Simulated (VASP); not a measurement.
# Pm (Im-3m) in VASP: single point with PBE

Aim: the single point of Pm with PBE.

Program: VASP 6.6.1. These are calculated values, not measurements. Logs are shortened: lines on timing, memory, paths and dates and some standing lists are left out, and cuts for length are marked.

## 1. The cell of the first run

Symmetry: Im-3m, No. 229, cubic system. Conventional cell: a = 4.065 Å, b = 4.065 Å, c = 4.065 Å, α = 90.00°, β = 90.00°, γ = 90.00°. Pm (site symmetry m-3m) has 14 Pm at 3.52 to 4.07 Å within 4.6 Å.

## 2. Single point, PBE, collinear spin, ferromagnetic start

File INCAR:

```
SYSTEM = Pm
PREC = Accurate
ENCUT = 520
EDIFF = 1E-7
ISMEAR = 0
SIGMA = 0.05
LREAL = .FALSE.
LASPH = .TRUE.
NELM = 150
ALGO = Normal
ISIF = 2
LWAVE = .FALSE.
LCHARG = .FALSE.
ISPIN = 2
MAGMOM = 4
LORBIT = 11
LMAXMIX = 6
GGA = PE
NBANDS = 18
```

File KPOINTS:

```
Automatic mesh
0
G
  8 8 8
  0 0 0
```

File POSCAR:

```
Pm
1.0
   -2.0326459911      2.0326459911      2.0326459911
    2.0326459911     -2.0326459911      2.0326459911
    2.0326459911      2.0326459911     -2.0326459911
Pm
1
Direct
    0.0000000000      0.0000000000      0.0000000000
```

Potentials or basis: VASP PAW PBE potentials, release 64 (Pm).

Started as:

```console
> cat potpaw_PBE.64/Pm/POTCAR > POTCAR
> mpirun -np 1 vasp_std > vasp.out
```

OUTCAR:

```text
SYSTEM = Pm
   PREC = Accurate
   ENCUT = 520
   EDIFF = 1E-7
   ISMEAR = 0
   LREAL = .FALSE.
   LASPH = .TRUE.
   NELM = 150
   ISIF = 2
   ISPIN = 2
   LORBIT = 11
   GGA = PE

 ion  position               nearest neighbor table
   1  0.000  0.000  0.000-

  LATTYP: Found a body centered cubic cell.
 ALAT       =     4.0652919822

  Lattice vectors:

 A1 = (  -2.0326459911,   2.0326459911,   2.0326459911)
 A2 = (   2.0326459911,  -2.0326459911,   2.0326459911)
 A3 = (   2.0326459911,   2.0326459911,  -2.0326459911)

Analysis of symmetry for initial positions (statically):
=====================================================================
 Subroutine PRICEL returns:
 Original cell was already a primitive cell.

 Routine SETGRP: Setting up the symmetry group for a
 body centered cubic supercell.

 Subroutine GETGRP returns: Found 48 space group operations
 (whereof 48 operations were pure point group operations)
 out of a pool of 48 trial point group operations.

The static configuration has the point symmetry O_h .

Analysis of symmetry for dynamics (positions and initial velocities):
=====================================================================
 Subroutine PRICEL returns:
 Original cell was already a primitive cell.

 Routine SETGRP: Setting up the symmetry group for a
 body centered cubic supercell.

 Subroutine GETGRP returns: Found 48 space group operations
 (whereof 48 operations were pure point group operations)
 out of a pool of 48 trial point group operations.

The dynamic configuration has the point symmetry O_h .

Analysis of structural, dynamic, and magnetic symmetry:
=====================================================================
 Subroutine PRICEL returns:
 Original cell was already a primitive cell.

 Routine SETGRP: Setting up the symmetry group for a
 body centered cubic supercell.

 Subroutine GETGRP returns: Found 48 space group operations
 (whereof 48 operations were pure point group operations)
 out of a pool of 48 trial point group operations.

The overall configuration has the point symmetry O_h .

 Subroutine INISYM returns: Found 48 space group operations
 (whereof 48 operations are pure point group operations),
 and found     1 'primitive' translations

----------------------------------------------------------------------------------------

                                     Primitive cell

  volume of cell :      33.5927

  direct lattice vectors                    reciprocal lattice vectors
    -2.032645991  2.032645991  2.032645991     0.000000000  0.245984791  0.245984791
     2.032645991 -2.032645991  2.032645991     0.245984791  0.000000000  0.245984791
     2.032645991  2.032645991 -2.032645991     0.245984791  0.245984791  0.000000000

  length of vectors
     3.520646130  3.520646130  3.520646130     0.347875028  0.347875028  0.347875028

  position of ions in fractional coordinates (direct lattice)
     0.000000000  0.000000000  0.000000000

  ion indices of the primitive-cell ions
   primitive index   ion index
                 1           1

----------------------------------------------------------------------------------------

 KPOINTS: Automatic mesh

Automatic generation of k-mesh.
 Grid dimensions read from file:
 generate k-points for:    8    8    8

 Generating k-lattice:

  Cartesian coordinates                     Fractional coordinates (reciprocal lattice)
     0.000000000  0.030748099  0.030748099     0.125000000  0.000000000  0.000000000
     0.030748099  0.000000000  0.030748099     0.000000000  0.125000000  0.000000000
     0.030748099  0.030748099  0.000000000     0.000000000  0.000000000  0.125000000

  Length of vectors
     0.043484379  0.043484379  0.043484379

  Shift w.r.t. Gamma in fractional coordinates (k-lattice)
     0.000000000  0.000000000  0.000000000

 Subroutine IBZKPT returns following result:
 ===========================================

 Found     29 irreducible k-points:

 Following reciprocal coordinates:
            Coordinates               Weight
  0.000000  0.000000  0.000000      1.000000
  0.125000  0.000000  0.000000     12.000000
  0.250000  0.000000  0.000000     12.000000
  0.375000  0.000000  0.000000     12.000000
  0.500000  0.000000  0.000000      6.000000
  0.125000  0.125000  0.000000     24.000000
[... 16 lines left out ...]
 -0.250000  0.250000  0.250000      6.000000
 -0.375000  0.375000  0.250000     24.000000
 [... further k-points ...]
   k-points           NKPTS =     29   k-points in BZ     NKDIM =     29   number of bands    NBANDS=     18
   number of dos      NEDOS =    301   number of ions     NIONS =      1
   total plane-waves  NPLWV =  21952
   dimension x,y,z NGX =    28 NGY =   28 NGZ =   28
   dimension x,y,z NGXF=    56 NGYF=   56 NGZF=   56
   ions per type =               1
   NGX,Y,Z   is equivalent  to a cutoff of  13.22, 13.22, 13.22 a.u.
   NGXF,Y,Z  is equivalent  to a cutoff of  26.44, 26.44, 26.44 a.u.
 SYSTEM =  Pm
   PREC   = accura    normal or accurate (medium, high low for compatibility)
   ISTART =      0    job   : 0-new  1-cont  2-samecut
   ICHARG =      2    charge: 1-file 2-atom 10-const
   ISPIN  =      2    spin polarized calculation?
   LNONCOLLINEAR =      F non collinear calculations
   LSORBIT =      F    spin-orbit coupling
   LASPH  =      T    aspherical Exc in radial PAW
   ENCUT  =  520.0 eV  38.22 Ry    6.18 a.u.   6.55  6.55  6.55*2*pi/ulx,y,z
   NELM   =    150;   NELMIN=  2; NELMDL= -5     # of ELM steps
   EDIFF  = 0.1E-06   stopping-criterion for ELM
   LREAL  =      F    real-space projection
   EDIFFG = 0.1E-05   stopping-criterion for IOM
   NSW    =      0    number of steps for IOM
   IBRION =     -1    ionic relax: 0-MD 1-quasi-New 2-CG
   NFREE  =      0    steps in history (QN), initial steepest desc. (CG)
   ISIF   =      2    stress and relaxation
   ISYM   =      2    0-nonsym 1-usesym 2-fastsym
   POTIM  = 0.5000    time-step for ionic-motion
   TEBEG  =    0.0;   TEEND  =   0.0 temperature during run
   PSTRESS=    0.0 pullay stress
   NELECT =      15.0000    total number of electrons
   NUPDOWN=      -1.0000    fix difference up-down
   EMIN   =  10.00;   EMAX   =-10.00  energy-range for DOS
   EFERMI =   0.00;   METHOD = LEGACY
   ISMEAR =     0;   SIGMA  =   0.05  broadening in eV -4-tet -1-fermi 0-gaus
   EFERMI_NEDOS =   21; number of points for ismear=-14 and -15
   IALGO  =     38    algorithm
   IMIX   =      4    mixing-type and parameters
     AMIX     =   0.40;   BMIX     =  1.00
     AMIX_MAG =   1.60;   BMIX_MAG =  1.00
  volume/ion in A,a.u.               =      33.59       226.69
  Fermi-wavevector in a.u.,A,eV,Ry     =   1.251287  2.364589 21.302893  1.565718
  Thomas-Fermi vector in A             =   2.385241
   LORBIT       =     11    0 simple, 1 ext, 2 COOP (PROOUT), +10 PAW based schemes
   GGA     = PE    functional components
   LHFCALC =     F    Hartree Fock is set to
   AEXX    =    0.0000 exact exchange contribution
   IVDW    =     0    specifies the selected vdW correction
   LEPSILON=     F    determine dielectric tensor
   LRPA    =     F    only Hartree local field effects (RPA)
 spin polarized calculation
 Gauss-broadening in eV      SIGMA  =   0.05
  energy-cutoff  :      520.00
  volume of cell :       33.59
 maximum number of plane-waves:       935
 NGX is ok and might be reduce to    28
   NGX = 13   NGY = 13   NGZ = 13

 number of electron      14.9999998 magnetization       4.9665756

 Free energy of the ion-electron system (eV)
  ---------------------------------------------------
  ext. energy  EPLUGINS =         0.00000000
  ---------------------------------------------------
  free energy    TOTEN  =        -7.69510921 eV

  energy without entropy =       -7.68884772  energy(sigma->0) =       -7.69197847

 E-fermi :   5.9939     XC(G=0):  -9.9214

 val. band max:        5.9900838341   @ k =   0.2500   0.0000   0.0000
 cond. band min:       5.9982814810   @ k =   0.3750   0.0000   0.0000
 fundamental gap:      0.0081976469
 Fermi energy:         5.9938881867

 spin component 1

 k-point     1 :       0.0000    0.0000    0.0000
  band No.  band energies     occupation
      1     -32.7185      1.00000
      2     -12.5594      1.00000
      3     -12.5594      1.00000
      4     -12.5594      1.00000
      5       1.8505      1.00000
      6       5.4444      1.00000
[... 10 lines left out ...]
     17      10.0968      0.00000
     18      16.7644      0.00000

 k-point     2 :       0.1250    0.0000    0.0000
  band No.  band energies     occupation
      1     -32.6993      1.00000
      2     -12.7368      1.00000
      3     -12.6119      1.00000
      4     -12.5613      1.00000
      5       2.3265      1.00000
      6       5.3811      1.00000
[... 10 lines left out ...]
     17      10.1445      0.00000
     18      17.1662      0.00000
[... 442 lines left out ...]
 k-point    24 :      -0.3750    0.3750    0.2500
  band No.  band energies     occupation
      1     -32.5546      1.00000
      2     -13.3783      1.00000
      3     -13.0584      1.00000
      4     -12.9647      1.00000
      5       5.0025      1.00000
      6       5.1115      1.00000
[... 10 lines left out ...]
     17      11.4353      0.00000
     18      16.9538      0.00000

 [... further k-points ...]

 spin component 2

 k-point     1 :       0.0000    0.0000    0.0000
  band No.  band energies     occupation
      1     -30.6187      1.00000
      2     -10.9672      1.00000
      3     -10.9672      1.00000
      4     -10.9672      1.00000
      5       2.6233      1.00000
      6       8.2287      0.00000
[... 10 lines left out ...]
     17      11.0119      0.00000
     18      17.5758      0.00000

 k-point     2 :       0.1250    0.0000    0.0000
  band No.  band energies     occupation
      1     -30.5965      1.00000
      2     -11.1677      1.00000
      3     -11.0253      1.00000
      4     -10.9695      1.00000
      5       3.1160      1.00000
      6       7.9070      0.00000
[... 10 lines left out ...]
     17      11.1097      0.00000
     18      17.9855      0.00000
[... 442 lines left out ...]
 k-point    24 :      -0.3750    0.3750    0.2500
  band No.  band energies     occupation
      1     -30.4298      1.00000
      2     -11.8809      1.00000
      3     -11.5191      1.00000
      4     -11.4177      1.00000
      5       5.8321      1.00000
      6       6.2062      0.00000
[... 10 lines left out ...]
     17      12.5240      0.00000
     18      17.9627      0.00000

 [... further k-points ...]

------------------------ aborting loop because EDIFF is reached ----------------------------------------

  FORCE on cell =-STRESS in cart. coord.  units (eV):
  Direction    XX          YY          ZZ          XY          YZ          ZX
  --------------------------------------------------------------------------------------
  -------------------------------------------------------------------------------------
  Total        0.4214182      0.4214182      0.4214182      0.0000000      0.0000000     -0.0000000
  in kB       20.0991928     20.0991928     20.0991928      0.0000000      0.0000000     -0.0000000
  external PRESSURE =      20.0991928 kB  Pullay stress =       0.0000000 kB

 VOLUME and BASIS-vectors are now :
 -----------------------------------------------------------------------------
  energy-cutoff  :      520.00
  volume of cell :       33.59
      direct lattice vectors                 reciprocal lattice vectors
    -2.032645991  2.032645991  2.032645991     0.000000000  0.245984791  0.245984791
     2.032645991 -2.032645991  2.032645991     0.245984791  0.000000000  0.245984791
     2.032645991  2.032645991 -2.032645991     0.245984791  0.245984791  0.000000000

 POSITION                                       TOTAL-FORCE (eV/Angst)
 -----------------------------------------------------------------------------------
      0.00000      0.00000      0.00000        -0.000000      0.000000     -0.000000
 -----------------------------------------------------------------------------------
    total drift:                               -0.000000     -0.000000      0.000000

  FREE ENERGIE OF THE ION-ELECTRON SYSTEM (eV)
  ---------------------------------------------------
  free  energy   TOTEN  =        -7.6951092125 eV

  energy  without entropy=       -7.6888477229  energy(sigma->0) =       -7.69197847

 total charge

# of ion       s       p       d       f       tot
--------------------------------------------------
    1        2.055   5.487   0.504   4.365  12.411

 magnetization (x)

# of ion       s       p       d       f       tot
--------------------------------------------------
    1       -0.007   0.025   0.139   4.346   4.502
```

Run time: 41 s. Hardware: 1 thread of Intel Xeon Platinum 8559C (Emerald Rapids), shared host; peak memory 0.19 GiB.

What came out:

```yaml
Free_energy: -7.6951 eV
Pressure: 2.0 GPa
Band_gap_on_the_k_mesh: zero (filled and empty bands overlap)
Net_moment: 4.97 μB per cell
Site_moments: Pm +4.50 μB
Valence_electrons_inside_the_program's_atomic_spheres: Pm 12.41
```

Levels at points of the mesh, in eV from the Fermi level:
Spin up:
```tsv
k point	band 8	band 9	band 10	band 11	band 12	band 13
(0.00, 0.00, 0.00)	-0.33	-0.33	-0.07	-0.07	-0.07	1.84
(0.50, 0.00, 0.00)	-0.50	-0.35	0.08	0.11	0.20	0.24
(0.50, 0.50, 0.50)	-0.53	-0.53	-0.53	0.35	0.35	0.35
```
Spin down:
```tsv
k point	band 2	band 3	band 4	band 5	band 6	band 7	band 8	band 9
(0.00, 0.00, 0.00)	-16.96	-16.96	-16.96	-3.37	2.23	2.23	2.23	2.71
(0.50, 0.00, 0.00)	-18.19	-17.34	-16.98	-1.22	0.87	2.28	2.33	2.70
(0.50, 0.50, 0.50)	-17.79	-17.79	-17.79	-1.06	-1.06	2.84	2.84	2.84
```

Caveat: the magnetic or orbital state may not be the lowest; spin-orbit coupling is left out, which moves the levels of the heavy elements.
